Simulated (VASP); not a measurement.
Wanted: the native input for a VASP 6.6.1 run.

- Task: single point
- Functional: PBE
- Potentials or basis: VASP PAW PBE potentials, release 64 (Li_sv, F)
- Cutoff: 520 eV
- k mesh: 6 × 6 × 6
- Occupations: gaussian, width 0.1 eV
- Spin: no spin polarisation
- Dipole correction: no
- Further INCAR settings: ALGO = Normal; EDIFF = 1e-06; NBANDS = 18

The structure of Li4F lies in POSCAR:

```
Li4F
1.0
   -2.4355037700      2.4355037700      2.4355037700
    2.4355037700     -2.4355037700      2.4355037700
    2.4355037700      2.4355037700     -2.4355037700
Li F
4 1
Direct
    0.0000000000      0.0000000000      0.5000000000
    0.0000000000      0.5000000000      0.0000000000
    0.5000000000      0.0000000000      0.0000000000
    0.5000000000      0.5000000000      0.5000000000
    0.0000000000      0.0000000000      0.0000000000
```

The input as run:

INCAR

```
  PREC = Accurate
  ENCUT = 520
  EDIFF = 1E-6
  ISMEAR = 0
  SIGMA = 0.1
  LREAL = False
  LASPH = True
  NELM = 80
  ALGO = Normal
  ISIF = 2
  LWAVE = False
  LCHARG = False
  GGA = PE
  NBANDS = 18
```

KPOINTS

```
regular mesh
0
Gamma
  6 6 6
```

Potentials or basis: VASP PAW PBE potentials, release 64 (Li_sv, F).

Run with:

```sh
$ cat potpaw_PBE.64/Li_sv/POTCAR potpaw_PBE.64/F/POTCAR > POTCAR
$ mpirun -np 1 vasp_std > vasp.out
```

It took 7.6 s on 1 thread of AMD EPYC 9R45 96-Core Processor (Zen 5) (shared host), peak memory 0.14 GiB.
